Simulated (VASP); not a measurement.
# Sn (Fd-3m) in VASP: a series of runs

The runs below take Sn through electric field gradients, with PBEsol.

Everything below comes from runs of VASP 6.6.1. Logs are shortened: lines on timing, memory, paths and dates and some standing lists are left out, and cuts for length are marked.

**1. The cell of the first run**

Symmetry: Fd-3m, No. 227, cubic system. Conventional cell: a = 6.448 Å, b = 6.448 Å, c = 6.448 Å, α = 90.00°, β = 90.00°, γ = 90.00°. Within 3.7 Å of Sn (site symmetry -43m) lie 4 Sn at 2.79 Å.

This isn't the form of Sn at room conditions, which is tetragonal (white tin).

**2. Electric field gradients, PBEsol (33.51 Å³/atom)**

The input, INCAR:

```
SYSTEM = Sn
  ALGO = Normal
  EDIFF = 1E-8
  ENCUT = 520
  GGA = PS
  ISIF = 2
  ISMEAR = -1
  LASPH = .True.
  LCHARG = .False.
  LEFG = .True.
  LREAL = .False.
  LWAVE = .False.
  NBANDS = 21
  NELM = 60
  PREC = Accurate
  SIGMA = 0.05
```

The input, KPOINTS:

```
k-points
0
Gamma
  11 11 11
  0 0 0
```

The input, POSCAR:

```
Sn
1.0
    0.0000000000      3.2238167933      3.2238167933
    3.2238167933      0.0000000000      3.2238167933
    3.2238167933      3.2238167933      0.0000000000
Sn
2
Direct
    0.5000000000      0.5000000000      0.5000000000
    0.7500000000      0.7500000000      0.7500000000
```

Potentials or basis: VASP PAW PBE potentials, release 64 (Sn_d).

Run with:

```
cat potpaw_PBE.64/Sn_d/POTCAR > POTCAR
mpirun -np 1 vasp_std > vasp.out
```

OUTCAR:

```text
SYSTEM = Sn
   EDIFF = 1E-8
   ENCUT = 520
   GGA = PS
   ISIF = 2
   ISMEAR = -1
   LASPH = .True.
   LREAL = .False.
   NELM = 60
   PREC = Accurate

 ion  position               nearest neighbor table
   1  0.500  0.500  0.500-   2 2.79   2 2.79   2 2.79   2 2.79
   2  0.750  0.750  0.750-   1 2.79   1 2.79   1 2.79   1 2.79

  LATTYP: Found a face centered cubic cell.
 ALAT       =     6.4476335866

  Lattice vectors:

 A1 = (   0.0000000000,   3.2238167933,   3.2238167933)
 A2 = (   3.2238167933,   0.0000000000,   3.2238167933)
 A3 = (   3.2238167933,   3.2238167933,   0.0000000000)

Analysis of symmetry for initial positions (statically):
=====================================================================
 Subroutine PRICEL returns:
 Original cell was already a primitive cell.

 Routine SETGRP: Setting up the symmetry group for a
 face centered cubic supercell.

 Subroutine GETGRP returns: Found 48 space group operations
 (whereof 24 operations were pure point group operations)
 out of a pool of 48 trial point group operations.

The static configuration has the point symmetry T_d .
 The point group associated with its full space group is O_h .

Analysis of symmetry for dynamics (positions and initial velocities):
=====================================================================
 Subroutine PRICEL returns:
 Original cell was already a primitive cell.

 Routine SETGRP: Setting up the symmetry group for a
 face centered cubic supercell.

 Subroutine GETGRP returns: Found 48 space group operations
 (whereof 24 operations were pure point group operations)
 out of a pool of 48 trial point group operations.

The dynamic configuration has the point symmetry T_d .
 The point group associated with its full space group is O_h .

 Subroutine INISYM returns: Found 48 space group operations
 (whereof 24 operations are pure point group operations),
 and found     1 'primitive' translations

----------------------------------------------------------------------------------------

                                     Primitive cell

  volume of cell :      67.0102

  direct lattice vectors                    reciprocal lattice vectors
[... 120 lines left out ...]
  volume of cell :       67.01
 maximum number of plane-waves:      1832
 NGX is ok and might be reduce to    36
   NGX = 17   NGY = 17   NGZ = 17

 number of electron      28.0000011 magnetization

 Free energy of the ion-electron system (eV)
  ---------------------------------------------------
  ext. energy  EPLUGINS =         0.00000000
  ---------------------------------------------------
  free energy    TOTEN  =        -8.44833031 eV

  energy without entropy =       -8.44670099  energy(sigma->0) =       -8.44751565

 E-fermi :   5.6971     XC(G=0):  -9.1514

 val. band max:        5.6857461511   @ k =   0.4545   0.0000   0.0000
 cond. band min:       5.7826190055   @ k =   0.0000   0.0000   0.0000
 fundamental gap:      0.0968728544
 Fermi energy:         5.6970627749

 k-point     1 :       0.0000    0.0000    0.0000
  band No.  band energies     occupation
      1     -15.9431      2.00000
      2     -15.9431      2.00000
      3     -15.9431      2.00000
      4     -15.8799      2.00000
      5     -15.8799      2.00000
      6     -15.5517      2.00000
[... 565 lines left out ...]
     20      13.2360      0.00000
     21      13.5931      0.00000

 [... further k-points ...]

------------------------ aborting loop because EDIFF is reached ----------------------------------------

  FORCE on cell =-STRESS in cart. coord.  units (eV):
  Direction    XX          YY          ZZ          XY          YZ          ZX
  --------------------------------------------------------------------------------------
  -------------------------------------------------------------------------------------
  Total        0.7942221      0.7942221      0.7942221     -0.0000000     -0.0000000     -0.0000000
  in kB       18.9894116     18.9894116     18.9894116     -0.0000000     -0.0000000     -0.0000000
  external PRESSURE =      18.9894116 kB  Pullay stress =       0.0000000 kB

 VOLUME and BASIS-vectors are now :
 -----------------------------------------------------------------------------
  energy-cutoff  :      520.00
  volume of cell :       67.01
      direct lattice vectors                 reciprocal lattice vectors
     0.000000000  3.223816793  3.223816793    -0.155095662  0.155095662  0.155095662
     3.223816793  0.000000000  3.223816793     0.155095662 -0.155095662  0.155095662
     3.223816793  3.223816793  0.000000000     0.155095662  0.155095662 -0.155095662

 POSITION                                       TOTAL-FORCE (eV/Angst)
 -----------------------------------------------------------------------------------
      3.22382      3.22382      3.22382         0.000000     -0.000000     -0.000000
      4.83573      4.83573      4.83573        -0.000000      0.000000      0.000000
 -----------------------------------------------------------------------------------
    total drift:                                0.000000      0.000000      0.000000

  FREE ENERGIE OF THE ION-ELECTRON SYSTEM (eV)
  ---------------------------------------------------
  free  energy   TOTEN  =        -8.4483303119 eV

  energy  without entropy=       -8.4467009891  energy(sigma->0) =       -8.44751565

 Electric field gradients (V/A^2)
---------------------------------------------------------------------
 ion       V_xx      V_yy      V_zz      V_xy      V_xz      V_yz
---------------------------------------------------------------------
   1      -0.000    -0.000    -0.000    -0.001    -0.001    -0.001
   2      -0.000    -0.000    -0.000    -0.001    -0.001    -0.001
---------------------------------------------------------------------

 Electric field gradients after diagonalization (V/A^2)
 (convention: |V_zz| > |V_xx| > |V_yy|)
----------------------------------------------------------------------
 ion       V_xx      V_yy      V_zz     asymmetry (V_yy - V_xx)/ V_zz
----------------------------------------------------------------------
   1       0.001     0.001    -0.001       0.000
   2       0.001     0.001    -0.001       0.000
----------------------------------------------------------------------

           NMR quadrupolar parameters

 Cq : quadrupolar parameter    Cq=e*Q*V_zz/h
 eta: asymmetry parameters     (V_yy - V_xx)/ V_zz
 Q  : nuclear electric quadrupole moment in mb (millibarn)
----------------------------------------------------------------------
 ion       Cq(MHz)       eta       Q (mb)
----------------------------------------------------------------------
   1      -0.000       0.000       1.000
   2      -0.000       0.000       1.000
----------------------------------------------------------------------
```

stdout:

```text
POSCAR found type information on POSCAR Sn
 POSCAR found :  1 types and       2 ions
 scaLAPACK will be used
 -----------------------------------------------------------------------------
|                                                                             |
|                                                                             |
|     You enforced a specific xc type in the INCAR file but a different       |
|     I HOPE YOU KNOW WHAT YOU ARE DOING!                                     |
|                                                                             |
 -----------------------------------------------------------------------------

 LDA part: xc-table for (Slater+PW92), standard interpolation
 POSCAR, INCAR and KPOINTS ok, starting setup
 FFT: planning ... GRIDC
 FFT: planning ... GRID_SOFT
 FFT: planning ... GRID
 WAVECAR not read
 entering main loop
ion   1

ion   2
```

It took 50 s on 1 thread of AMD EPYC 9R45 (Zen 5), shared host; peak memory 0.2 GiB.

What came out:

* Free energy: -8.4483 eV
* Pressure: 1.9 GPa
* Band gap on the k mesh: zero (bands 14 and 15 overlap by 0.10 eV)
* Largest electric field gradient by atom: under 0.05 V/Å² on every atom

Caveat: the PAW data sets were made with another functional, which shifts forces and pressure a little; spin-orbit coupling is left out, which moves the levels of the heavy elements.

**3. Electric field gradients, PBEsol (34.53 Å³/atom)**

This run uses another cell than the first one, of 34.53 Å³/atom.

The input, INCAR:

```
SYSTEM = Sn
ALGO = Normal
EDIFF = 1E-8
ENCUT = 520
GGA = PS
ISIF = 2
ISMEAR = -1
LASPH = .TRUE.
LCHARG = .FALSE.
LEFG = .TRUE.
LREAL = .FALSE.
LWAVE = .FALSE.
NBANDS = 21
NELM = 60
PREC = Accurate
SIGMA = 0.05
```

The input, KPOINTS:

```
k-points
0
G
  11 11 11
  0 0 0
```

The input, POSCAR:

```
Sn
1.0
    0.0000000000      3.2563828035      3.2563828035
    3.2563828035      0.0000000000      3.2563828035
    3.2563828035      3.2563828035      0.0000000000
Sn
2
Direct
    0.5000000000      0.5000000000      0.5000000000
    0.7500000000      0.7500000000      0.7500000000
```

Potentials or basis: VASP PAW PBE potentials, release 64 (Sn_d).

Run with:

```
cat potpaw_PBE.64/Sn_d/POTCAR > POTCAR
mpirun -np 1 vasp_std > vasp.out
```

OUTCAR:

```text
SYSTEM = Sn
   EDIFF = 1E-8
   ENCUT = 520
   GGA = PS
   ISIF = 2
   ISMEAR = -1
   LASPH = .TRUE.
   LREAL = .FALSE.
   NELM = 60
   PREC = Accurate

 ion  position               nearest neighbor table
   1  0.500  0.500  0.500-   2 2.82   2 2.82   2 2.82   2 2.82
   2  0.750  0.750  0.750-   1 2.82   1 2.82   1 2.82   1 2.82

  LATTYP: Found a face centered cubic cell.
 ALAT       =     6.5127656070

  Lattice vectors:

 A1 = (   0.0000000000,   3.2563828035,   3.2563828035)
 A2 = (   3.2563828035,   0.0000000000,   3.2563828035)
 A3 = (   3.2563828035,   3.2563828035,   0.0000000000)

Analysis of symmetry for initial positions (statically):
=====================================================================
 Subroutine PRICEL returns:
 Original cell was already a primitive cell.

 Routine SETGRP: Setting up the symmetry group for a
 face centered cubic supercell.

 Subroutine GETGRP returns: Found 48 space group operations
 (whereof 24 operations were pure point group operations)
 out of a pool of 48 trial point group operations.

The static configuration has the point symmetry T_d .
 The point group associated with its full space group is O_h .

Analysis of symmetry for dynamics (positions and initial velocities):
=====================================================================
 Subroutine PRICEL returns:
 Original cell was already a primitive cell.

 Routine SETGRP: Setting up the symmetry group for a
 face centered cubic supercell.

 Subroutine GETGRP returns: Found 48 space group operations
 (whereof 24 operations were pure point group operations)
 out of a pool of 48 trial point group operations.
[... 157 lines left out ...]
  band No.  band energies     occupation
      1     -16.2028      2.00000
      2     -16.2028      2.00000
      3     -16.2028      2.00000
      4     -16.1438      2.00000
      5     -16.1438      2.00000
      6     -15.8408      2.00000
[... 565 lines left out ...]
     20      12.8338      0.00000
     21      13.1539      0.00000

 [... further k-points ...]

------------------------ aborting loop because EDIFF is reached ----------------------------------------

  FORCE on cell =-STRESS in cart. coord.  units (eV):
  Direction    XX          YY          ZZ          XY          YZ          ZX
  --------------------------------------------------------------------------------------
  -------------------------------------------------------------------------------------
  Total        0.2054279      0.2054279      0.2054279      0.0000000      0.0000000     -0.0000000
  in kB        4.7657757      4.7657757      4.7657757      0.0000000      0.0000000     -0.0000000
  external PRESSURE =       4.7657757 kB  Pullay stress =       0.0000000 kB

 VOLUME and BASIS-vectors are now :
 -----------------------------------------------------------------------------
  energy-cutoff  :      520.00
  volume of cell :       69.06
      direct lattice vectors                 reciprocal lattice vectors
     0.000000000  3.256382804  3.256382804    -0.153544602  0.153544602  0.153544602
     3.256382804  0.000000000  3.256382804     0.153544602 -0.153544602  0.153544602
     3.256382804  3.256382804  0.000000000     0.153544602  0.153544602 -0.153544602

 POSITION                                       TOTAL-FORCE (eV/Angst)
 -----------------------------------------------------------------------------------
      3.25638      3.25638      3.25638        -0.000000     -0.000000     -0.000000
      4.88457      4.88457      4.88457         0.000000      0.000000      0.000000
 -----------------------------------------------------------------------------------
    total drift:                                0.000000      0.000000      0.000000

  FREE ENERGIE OF THE ION-ELECTRON SYSTEM (eV)
  ---------------------------------------------------
  free  energy   TOTEN  =        -8.4639783277 eV

  energy  without entropy=       -8.4620441273  energy(sigma->0) =       -8.46301123

 Electric field gradients (V/A^2)
---------------------------------------------------------------------
 ion       V_xx      V_yy      V_zz      V_xy      V_xz      V_yz
---------------------------------------------------------------------
   1      -0.000     0.000    -0.000     0.001     0.001     0.001
   2      -0.000     0.000    -0.000     0.001     0.001     0.001
---------------------------------------------------------------------

 Electric field gradients after diagonalization (V/A^2)
 (convention: |V_zz| > |V_xx| > |V_yy|)
----------------------------------------------------------------------
 ion       V_xx      V_yy      V_zz     asymmetry (V_yy - V_xx)/ V_zz
----------------------------------------------------------------------
   1      -0.001    -0.001     0.001       0.000
   2      -0.001    -0.001     0.001       0.000
----------------------------------------------------------------------

           NMR quadrupolar parameters

 Cq : quadrupolar parameter    Cq=e*Q*V_zz/h
 eta: asymmetry parameters     (V_yy - V_xx)/ V_zz
 Q  : nuclear electric quadrupole moment in mb (millibarn)
----------------------------------------------------------------------
 ion       Cq(MHz)       eta       Q (mb)
----------------------------------------------------------------------
   1       0.000       0.000       1.000
   2       0.000       0.000       1.000
----------------------------------------------------------------------
```

OSZICAR:

```text
N       E                     dE             d eps       ncg     rms          rms(c)
DAV:   1     0.228903121025E+03    0.22890E+03   -0.14853E+04  2395   0.195E+03
DAV:   2     0.163492928109E+02   -0.21255E+03   -0.20783E+03  2357   0.447E+02
DAV:   3    -0.776505107261E+01   -0.24114E+02   -0.23969E+02  2777   0.140E+02
DAV:   4    -0.853946118268E+01   -0.77441E+00   -0.77413E+00  2622   0.284E+01
DAV:   5    -0.856629111968E+01   -0.26830E-01   -0.26830E-01  3419   0.512E+00    0.322E+00
DAV:   6    -0.849629196370E+01    0.69999E-01   -0.40058E-02  3180   0.264E+00    0.183E+00
DAV:   7    -0.846277882113E+01    0.33513E-01   -0.52740E-02  2906   0.251E+00    0.165E-01
DAV:   8    -0.846370967129E+01   -0.93085E-03   -0.71097E-03  2572   0.989E-01    0.527E-02
DAV:   9    -0.846397229749E+01   -0.26263E-03   -0.40086E-04  2993   0.166E-01    0.113E-02
DAV:  10    -0.846397675896E+01   -0.44615E-05   -0.13795E-05  2912   0.296E-02    0.539E-03
DAV:  11    -0.846397840967E+01   -0.16507E-05   -0.29113E-06  2985   0.104E-02    0.512E-04
DAV:  12    -0.846397834081E+01    0.68860E-07   -0.13603E-07  2896   0.376E-03    0.312E-04
DAV:  13    -0.846397831779E+01    0.23020E-07   -0.12348E-08  2100   0.663E-04    0.923E-05
DAV:  14    -0.846397832772E+01   -0.99335E-08   -0.88400E-10  1591   0.249E-04
   1 F= -.84639783E+01 E0= -.84630112E+01  d E =-.193420E-02
```

stdout:

```text
POSCAR found type information on POSCAR Sn
 POSCAR found :  1 types and       2 ions
 scaLAPACK will be used
 -----------------------------------------------------------------------------
|                                                                             |
|                                                                             |
|     You enforced a specific xc type in the INCAR file but a different       |
|     I HOPE YOU KNOW WHAT YOU ARE DOING!                                     |
|                                                                             |
 -----------------------------------------------------------------------------

 LDA part: xc-table for (Slater+PW92), standard interpolation
 POSCAR, INCAR and KPOINTS ok, starting setup
 FFT: planning ... GRIDC
 FFT: planning ... GRID_SOFT
 FFT: planning ... GRID
 WAVECAR not read
 entering main loop
ion   1

ion   2
```

Run time: 48 s. Hardware: 1 thread of AMD EPYC 9R45 (Zen 5), shared host; peak memory 0.2 GiB.

What came out:

```
Free energy                             : -8.4640 eV
Pressure                                : 0.5 GPa
Band gap on the k mesh                  : zero (bands 14 and 15 overlap by 0.16 eV)
Largest electric field gradient by atom : under 0.05 V/Å² on every atom
```

Levels at points of the mesh, in eV from the Fermi level:
```csv
k point,band 12,band 13,band 14,band 15,band 16,band 17
"(0.00, 0.00, 0.00)",-0.75,0.11,0.11,0.11,2.17,2.17
```

Caveat: the PAW data sets were made with another functional, which shifts forces and pressure a little; spin-orbit coupling is left out, which moves the levels of the heavy elements.

(Continued in part 2 of 2.)

The gap in the log of VASP goes by the Fermi energy; the results here count the filled bands.